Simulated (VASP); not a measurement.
# Sr2Sb2O (P-3m1) in VASP: further runs

Sr2Sb2O is run at these levels: PBE+D3(BJ); tasks: relaxation of cell and atoms, single point.

Program: VASP 6.6.1. These are calculated values, not measurements. Logs are shortened: lines on timing, memory, paths and dates and some standing lists are left out, and cuts for length are marked.

## Step 1: The cell of the first run

The structure is trigonal, space group P-3m1 (No. 164). Conventional cell: a = 3.630 Å, b = 3.630 Å, c = 8.631 Å, α = 90.00°, β = 90.00°, γ = 120.00°. Within 3.0 Å of Sr (site symmetry 3m) lie 3 O at 2.24 Å and 3 Sr at 2.63 Å and 3 Sb at 2.96 Å. Within 3.9 Å of Sb (site symmetry 3m) lie 4 Sr at 2.96 to 3.67 Å and 9 Sb at 3.55 to 3.63 Å and 3 O at 3.56 Å. Within 3.0 Å of O (site symmetry -3m) lie 6 Sr at 2.24 Å.

## Step 2: Relaxation of cell and atoms, PBE+D3(BJ)

INCAR

```
PREC = Accurate
ENCUT = 600
EDIFF = 1E-7
ISMEAR = 0
SIGMA = 0.1
LREAL = F
LASPH = T
NELM = 120
ALGO = Normal
ISIF = 3
LWAVE = F
LCHARG = F
GGA = PE
IVDW = 12
IBRION = 2
NSW = 90
EDIFFG = -0.04
GGA_COMPAT = F
NELMIN = 4
```

KPOINTS

```
Automatic mesh
0
Gamma
  6 6 2
```

POSCAR

```
Sr2Sb2O
1.0
    3.6301107000      0.0000000000      0.0000000000
   -1.8150553500      3.1437680900      0.0000000000
    0.0000000000      0.0000000000      8.6305586600
Sr Sb O
2 2 1
Direct
    0.3333333300      0.6666666700      0.9083259500
    0.6666666700      0.3333333300      0.0916740500
    0.6666666700      0.3333333300      0.6663385000
    0.3333333300      0.6666666700      0.3336615000
    0.0000000000      0.0000000000      0.0000000000
```

Potentials or basis: VASP PAW PBE potentials, release 64 (Sr_sv, Sb_d_GW, O).

On the command line:

```console
cat potpaw_PBE.64/Sr_sv/POTCAR potpaw_PBE.64/Sb_d_GW/POTCAR potpaw_PBE.64/O/POTCAR > POTCAR
mpirun -np 1 vasp_std > vasp.out
```

OUTCAR:

```text
PREC = Accurate
   ENCUT = 600
   EDIFF = 1E-7
   ISMEAR = 0
   LREAL = F
   LASPH = T
   NELM = 120
   ISIF = 3
   GGA = PE
   IVDW = 12
   IBRION = 2
   NSW = 90
   EDIFFG = -0.04
   NELMIN = 4
 IVDW          = 12

 ion  position               nearest neighbor table
   1  0.333  0.667  0.908-   5 2.24   5 2.24   5 2.24   2 2.63   2 2.63   2 2.63   3 2.96   3 2.96
                             3 2.96   4 3.67   2 4.48   2 4.48   2 4.48
   2  0.667  0.333  0.092-   5 2.24   5 2.24   5 2.24   1 2.63   1 2.63   1 2.63   4 2.96   4 2.96
                             4 2.96   3 3.67   1 4.48   1 4.48   1 4.48
   3  0.667  0.333  0.666-   1 2.96   1 2.96   1 2.96   2 3.67
   4  0.333  0.667  0.334-   2 2.96   2 2.96   2 2.96   1 3.67
   5  0.000  0.000  0.000-   1 2.24   2 2.24   2 2.24   1 2.24   2 2.24   1 2.24

  LATTYP: Found a hexagonal cell.
 ALAT       =     3.6301107000
 C/A-ratio  =     2.3774918655

  Lattice vectors:

 A1 = (   3.6301107000,   0.0000000000,   0.0000000000)
 A2 = (  -1.8150553500,   3.1437680900,   0.0000000000)
 A3 = (   0.0000000000,   0.0000000000,   8.6305586600)

Analysis of symmetry for initial positions (statically):
=====================================================================
 Subroutine PRICEL returns:
 Original cell was already a primitive cell.

 Routine SETGRP: Setting up the symmetry group for a
 hexagonal supercell.

 Subroutine GETGRP returns: Found 12 space group operations
 (whereof 12 operations were pure point group operations)
 out of a pool of 24 trial point group operations.

The static configuration has the point symmetry D_3d.

Analysis of symmetry for dynamics (positions and initial velocities):
=====================================================================
 Subroutine PRICEL returns:
 Original cell was already a primitive cell.

 Routine SETGRP: Setting up the symmetry group for a
 hexagonal supercell.

 Subroutine GETGRP returns: Found 12 space group operations
 (whereof 12 operations were pure point group operations)
 out of a pool of 24 trial point group operations.

The dynamic configuration has the point symmetry D_3d.

 Subroutine INISYM returns: Found 12 space group operations
 (whereof 12 operations are pure point group operations),
 and found     1 'primitive' translations

----------------------------------------------------------------------------------------

                                     Primitive cell

  volume of cell :      98.4939

  direct lattice vectors                    reciprocal lattice vectors
     3.630110700  0.000000000  0.000000000     0.275473693  0.159044810  0.000000000
    -1.815055350  3.143768090  0.000000000     0.000000000  0.318089621  0.000000000
     0.000000000  0.000000000  8.630558660     0.000000000  0.000000000  0.115867355

  length of vectors
     3.630110700  3.630110705  8.630558660     0.318089621  0.318089621  0.115867355

  position of ions in fractional coordinates (direct lattice)
     0.333333330  0.666666670  0.908325950
     0.666666670  0.333333330  0.091674050
     0.666666670  0.333333330  0.666338500
     0.333333330  0.666666670  0.333661500
     0.000000000  0.000000000  0.000000000

  ion indices of the primitive-cell ions
   primitive index   ion index
                 1           1
                 2           2
                 3           3
                 4           4
                 5           5

----------------------------------------------------------------------------------------

 KPOINTS: Automatic mesh

Automatic generation of k-mesh.
 Grid dimensions read from file:
 generate k-points for:    6    6    2

 Generating k-lattice:

  Cartesian coordinates                     Fractional coordinates (reciprocal lattice)
     0.045912282  0.026507468  0.000000000     0.166666667  0.000000000  0.000000000
     0.000000000  0.053014937  0.000000000     0.000000000  0.166666667  0.000000000
     0.000000000  0.000000000  0.057933677     0.000000000  0.000000000  0.500000000

  Length of vectors
     0.053014937  0.053014937  0.057933677

  Shift w.r.t. Gamma in fractional coordinates (k-lattice)
     0.000000000  0.000000000  0.000000000

 Subroutine IBZKPT returns following result:
 ===========================================

 Found     14 irreducible k-points:

 Following reciprocal coordinates:
            Coordinates               Weight
  0.000000  0.000000  0.000000      1.000000
  0.166667 -0.000000  0.000000      6.000000
  0.333333  0.000000  0.000000      6.000000
  0.500000  0.000000  0.000000      3.000000
  0.166667  0.166667  0.000000      6.000000
  0.333333  0.166667  0.000000     12.000000
  0.333333  0.333333  0.000000      2.000000
  0.000000  0.000000  0.500000      1.000000
  0.166667 -0.000000  0.500000      6.000000
  0.333333  0.000000  0.500000      6.000000
  0.500000  0.000000  0.500000      3.000000
  0.166667  0.166667  0.500000      6.000000
  0.333333  0.166667  0.500000     12.000000
  0.333333  0.333333  0.500000      2.000000
   k-points           NKPTS =     14   k-points in BZ     NKDIM =     14   number of bands    NBANDS=     33
   number of dos      NEDOS =    301   number of ions     NIONS =      5
   total plane-waves  NPLWV =  63000
   dimension x,y,z NGX =    30 NGY =   30 NGZ =   70
   dimension x,y,z NGXF=    60 NGYF=   60 NGZF=  140
   ions per type =               2   2   1
   NGX,Y,Z   is equivalent  to a cutoff of  13.74, 13.74, 13.48 a.u.
   NGXF,Y,Z  is equivalent  to a cutoff of  27.48, 27.48, 26.97 a.u.
 SYSTEM =  unknown system
   PREC   = accura    normal or accurate (medium, high low for compatibility)
   ISTART =      0    job   : 0-new  1-cont  2-samecut
   ICHARG =      2    charge: 1-file 2-atom 10-const
   ISPIN  =      1    spin polarized calculation?
   LNONCOLLINEAR =      F non collinear calculations
   LSORBIT =      F    spin-orbit coupling
   LASPH  =      T    aspherical Exc in radial PAW
   ENCUT  =  600.0 eV  44.10 Ry    6.64 a.u.   7.25  7.25 17.24*2*pi/ulx,y,z
   NELM   =    120;   NELMIN=  4; NELMDL= -5     # of ELM steps
   EDIFF  = 0.1E-06   stopping-criterion for ELM
   LREAL  =      F    real-space projection
   EDIFFG = -.4E-01   stopping-criterion for IOM
   NSW    =     90    number of steps for IOM
   IBRION =      2    ionic relax: 0-MD 1-quasi-New 2-CG
   NFREE  =      1    steps in history (QN), initial steepest desc. (CG)
   ISIF   =      3    stress and relaxation
   ISYM   =      2    0-nonsym 1-usesym 2-fastsym
   POTIM  = 0.5000    time-step for ionic-motion
   TEBEG  =    0.0;   TEEND  =   0.0 temperature during run
   PSTRESS=    0.0 pullay stress
   NELECT =      56.0000    total number of electrons
   NUPDOWN=      -1.0000    fix difference up-down
   EMIN   =  10.00;   EMAX   =-10.00  energy-range for DOS
   EFERMI =   0.00;   METHOD = LEGACY
   ISMEAR =     0;   SIGMA  =   0.10  broadening in eV -4-tet -1-fermi 0-gaus
   EFERMI_NEDOS =   21; number of points for ismear=-14 and -15
   IALGO  =     38    algorithm
   IMIX   =      4    mixing-type and parameters
     AMIX     =   0.40;   BMIX     =  1.00
     AMIX_MAG =   1.60;   BMIX_MAG =  1.00
  volume/ion in A,a.u.               =      19.70       132.93
  Fermi-wavevector in a.u.,A,eV,Ry     =   1.356233  2.562909 25.026133  1.839369
  Thomas-Fermi vector in A             =   2.483254
   LORBIT       =      0    0 simple, 1 ext, 2 COOP (PROOUT), +10 PAW based schemes
   GGA     = PE    functional components
   LHFCALC =     F    Hartree Fock is set to
   AEXX    =    0.0000 exact exchange contribution
   IVDW    =    12    specifies the selected vdW correction
   LEPSILON=     F    determine dielectric tensor
   LRPA    =     F    only Hartree local field effects (RPA)
 conjugate gradient relaxation of ions
 non-spin polarized calculation
 Gauss-broadening in eV      SIGMA  =   0.10
  energy-cutoff  :      600.00
  volume of cell :       98.49
 maximum number of plane-waves:      3317
 NGX is ok and might be reduce to    30
   NGX = 15   NGY = 15   NGZ = 35

--------------------------------------- Ionic step        1  -------------------------------------------

 number of electron      55.9999990 magnetization

 Free energy of the ion-electron system (eV)
  ---------------------------------------------------
  ext. energy  EPLUGINS =         0.00000000
  ---------------------------------------------------
  free energy    TOTEN  =       -15.47282259 eV

  energy without entropy =      -15.43837229  energy(sigma->0) =      -15.45559744

 E-fermi :   6.0872     XC(G=0): -10.9519

 val. band max:        6.0577236677   @ k =   0.3333   0.1667   0.0000
 cond. band min:       6.0885678082   @ k =   0.3333   0.3333   0.5000
 fundamental gap:      0.0308441406
 Fermi energy:         6.0872158119

 k-point     1 :       0.0000    0.0000    0.0000
  band No.  band energies     occupation
      1     -29.8414      2.00000
      2     -28.2551      2.00000
      3     -22.7806      2.00000
      4     -22.7806      2.00000
      5     -22.7777      2.00000
      6     -22.7777      2.00000
[... 615 lines left out ...]
  FREE ENERGIE OF THE ION-ELECTRON SYSTEM (eV)
  ---------------------------------------------------
  free  energy   TOTEN  =       -21.8392740869 eV

  energy  without entropy=      -21.8079694677  energy(sigma->0) =      -21.82362178

 E-fermi :   3.3966     XC(G=0):  -9.3411

 val. band max:        3.2822488264   @ k =   0.1667   0.1667   0.0000
 cond. band min:       3.4241831356   @ k =   0.1667   0.1667   0.5000
 fundamental gap:      0.1419343092
 Fermi energy:         3.3966002712

 k-point     1 :       0.0000    0.0000    0.0000
  band No.  band energies     occupation
      1     -32.0396      2.00000
      2     -31.8084      2.00000
      3     -25.3139      2.00000
      4     -25.3139      2.00000
      5     -25.3133      2.00000
      6     -25.3133      2.00000
[... 493 lines left out ...]
     32       5.7198      0.00000
     33       6.7491      0.00000

[... ionic steps 4 to 10 ...]

--------------------------------------- Ionic step       11  -------------------------------------------

 number of electron      55.9999971 magnetization

------------------------ aborting loop because EDIFF is reached ----------------------------------------

 Edisp (eV)   -1.72975

 E8    (eV) :    -0.8447
[... 75 lines left out ...]
  energy  without entropy=      -23.4253704953  energy(sigma->0) =      -23.43484665

--------------------------------------- Ionic step       13  -------------------------------------------

 number of electron      55.9999982 magnetization

 Free energy of the ion-electron system (eV)
  ---------------------------------------------------
  ext. energy  EPLUGINS =         0.00000000
  ---------------------------------------------------
  free energy    TOTEN  =       -21.71339441 eV

  energy without entropy =      -21.69431967  energy(sigma->0) =      -21.70385704

 E-fermi :   4.3609     XC(G=0):  -9.7640

 val. band max:        4.3016338702   @ k =   0.3333   0.0000   0.5000
 cond. band min:       4.4657674729   @ k =   0.3333   0.1667   0.5000
 fundamental gap:      0.1641336027
 Fermi energy:         4.3609117994

 k-point     1 :       0.0000    0.0000    0.0000
  band No.  band energies     occupation
      1     -31.1469      2.00000
      2     -31.0785      2.00000
      3     -24.3997      2.00000
      4     -24.3997      2.00000
      5     -24.3986      2.00000
      6     -24.3986      2.00000
[... 529 lines left out ...]
  FREE ENERGIE OF THE ION-ELECTRON SYSTEM (eV)
  ---------------------------------------------------
  free  energy   TOTEN  =       -23.4447522385 eV

  energy  without entropy=      -23.4256774987  energy(sigma->0) =      -23.43521487

 reached required accuracy - stopping structural energy minimisation
```

It took 16 min on 1 thread of Intel Xeon Platinum 8488C (Sapphire Rapids), shared host; peak memory 0.3 GiB.

Results:

```yaml
Free_energy: -23.4448 eV
Relaxed_volume: 25.59 Å³/atom
Relaxed_cell: a = 3.620 Å, b = 3.620 Å, c = 11.276 Å, α = 90.00°, β = 90.00°, γ = 120.00°
Space_group_after_relaxing_to_0.1_Å: P-3m1 (No. 164)
Energy_gained_by_relaxing: 1138.3 meV/atom
Ionic_steps: 13
Pressure_after_relaxing: 0.0 GPa
Largest_force_after_relaxing: 0.037 eV/Å
Band_gap_on_the_k_mesh: zero (bands 28 and 29 overlap by 2.56 eV)
Dispersion_energy_per_atom: -0.346 eV
```

Forces on the atoms (eV/Å):
```
Sr   0.000  0.000  0.002
Sr   0.000  0.000 -0.002
Sb   0.000  0.000  0.037
Sb   0.000  0.000 -0.037
O    0.000  0.000  0.000
```

The path:
```tsv
step	energy change (eV)	largest force (eV/Å)	pressure (GPa)	volume (Å³)
1	0.0000	3.4199	34.93	98.49
2	-3.3640	0.8783	-7.00	173.28
3	-4.0862	1.3224	-1.37	141.77
4	-4.5833	1.0876	-1.21	139.97
5	-5.6138	0.2187	-1.13	133.02
6	-5.6295	0.7015	-1.17	129.48
7	-5.6643	0.3569	-1.18	131.33
8	-5.6650	0.4054	-1.18	131.07
9	-5.6802	0.0118	1.24	125.09
10	-5.6886	0.1510	0.28	127.26
11	-5.6911	0.0639	-0.07	128.09
12	-5.6912	0.0509	-0.02	127.97
13	-5.6916	0.0372	0.03	127.97
```

Final structure:
```
CELL_PARAMETERS angstrom
3.61998 0.00000 0.00000
-1.80999 3.13499 0.00000
0.00000 0.00000 11.27636
ATOMIC_POSITIONS crystal
Sr 0.33333 0.66667 0.86772
Sr 0.66667 0.33333 0.13228
Sb 0.66667 0.33333 0.63032
Sb 0.33333 0.66667 0.36968
O 0.00000 0.00000 0.00000
```

Levels at points of the mesh, in eV from the Fermi level:
```tsv
k point	band 26	band 27	band 28	band 29	band 30	band 31
(0.00, 0.00, 0.00)	-0.49	0.61	2.26	2.72	2.72	3.32
(0.50, 0.00, 0.00)	-3.35	-0.99	-0.32	0.34	0.84	1.72
(0.00, 0.00, 0.50)	-1.43	1.63	2.03	2.91	2.91	2.97
(0.50, 0.00, 0.50)	-3.47	-1.15	-0.25	0.49	0.82	1.75
```

Caveat: the k points lie up to 0.33 Å⁻¹ apart in the final cell, too coarse for converged energies and pressures of a metal; the volume moved by over 15 % at a fixed basis, so the end points are rough; spin-orbit coupling is left out, which moves the levels of the heavy elements.

## Step 3: Single point, PBE+D3(BJ)

INCAR

```
ALGO     = Normal         # electronic algorithm
EDIFF    = 1E-6           # SCF threshold, eV
ENCUT    = 600            # plane-wave cutoff, eV
GGA      = PE             # functional
GGA_COMPAT= False        
ISIF     = 2              # what is computed and relaxed
ISMEAR   = 0              # smearing method
IVDW     = 12             # dispersion correction
LASPH    = True           # aspherical terms in the spheres
LCHARG   = True           # write CHGCAR
LELF     = True           # ELF
LREAL    = False          # projectors in reciprocal space
LVHAR    = True         
LWAVE    = False          # write WAVECAR
NBANDS   = 36             # bands
NELM     = 120            # most SCF steps
PREC     = Accurate       # precision mode
SIGMA    = 0.1            # smearing width, eV
```

KPOINTS

```
k-points
0
Gamma
  6 6 2
```

POSCAR is that of step 2.

Potentials or basis: VASP PAW PBE potentials, release 64 (Sr_sv, Sb_d_GW, O).

On the command line:

```console
cat potpaw_PBE.64/Sr_sv/POTCAR potpaw_PBE.64/Sb_d_GW/POTCAR potpaw_PBE.64/O/POTCAR > POTCAR
mpirun -np 1 vasp_std > vasp.out
```

Wall time 2.5 min (1 thread of Intel Xeon Platinum 8488C (Sapphire Rapids), shared host); peak memory 0.29 GiB.

The run converged. Its results:

```
Free energy                : -17.7531 eV
Pressure                   : 34.9 GPa
Largest force              : 3.420 eV/Å
Band gap on the k mesh     : zero (bands 28 and 29 overlap by 2.64 eV)
Dispersion energy per atom : -0.456 eV
```

Forces in eV/Å, atoms in the order of the input:
```
Sr   0.000  0.000 -3.420
Sr   0.000  0.000  3.420
Sb   0.000  0.000 -3.322
Sb   0.000  0.000  3.322
O    0.000  0.000  0.000
```

Levels at points of the mesh, in eV from the Fermi level:
```
           k point  band 26  band 27  band 28  band 29  band 30  band 31
(0.00, 0.00, 0.00)     0.76     1.85     1.85     2.19     2.19     2.69
(0.50, 0.00, 0.00)    -3.36    -1.28    -0.92     0.09     1.02     1.32
(0.00, 0.00, 0.50)    -0.32     1.82     1.88     1.88     2.36     2.36
(0.50, 0.00, 0.50)    -3.50    -1.21    -0.12     0.18     0.84     1.49
```

Caveat: the k points lie up to 0.36 Å⁻¹ apart, too coarse for converged energies and pressures of a metal; spin-orbit coupling is left out, which moves the levels of the heavy elements; forces of over 1 eV/Å act on the atoms, so gaps and moduli don't describe the material at rest.
